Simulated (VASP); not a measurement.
Input of a VASP 6.6.1 run:

File INCAR:

```
SYSTEM = TaTl
ALGO = Normal ; EDIFF = 1E-7
ENCUT = 520 ; GGA = RP
ISIF = 2 ; ISMEAR = -1
LASPH = .TRUE. ; LCHARG = .FALSE.
LREAL = .FALSE. ; LWAVE = .FALSE.
NBANDS = 19 ; NELM = 80
PREC = Accurate ; SIGMA = 0.05
```

The input KPOINTS:

```
k-points
0
G
  7 7 7
  0 0 0
```

POSCAR

```
TaTl
1.0
    3.6221205400      0.0000000000      0.0000000000
    0.0000000000      3.6221205400      0.0000000000
    0.0000000000      0.0000000000      3.6221205400
Ta Tl
1 1
Direct
    0.0000000000      0.0000000000      0.0000000000
    0.5000000000      0.5000000000      0.5000000000
```

Potentials or basis: VASP PAW PBE potentials, release 64 (Ta_pv, Tl_d).

Launch:

```sh
$ cat potpaw_PBE.64/Ta_pv/POTCAR potpaw_PBE.64/Tl_d/POTCAR > POTCAR
$ mpirun -np 1 vasp_std > vasp.out
```

**Question.** What does it give for the band gap on the k mesh?

**Answer.** Zero (bands 12 and 13 overlap by 2.05 eV).

**Question.** What does it give for the pressure?

**Answer.** -11.3 GPa.

Caveat: the cell stands under tension; the PAW data sets were made with another functional, which shifts forces and pressure a little; spin-orbit coupling is left out, which moves the levels of the heavy elements.
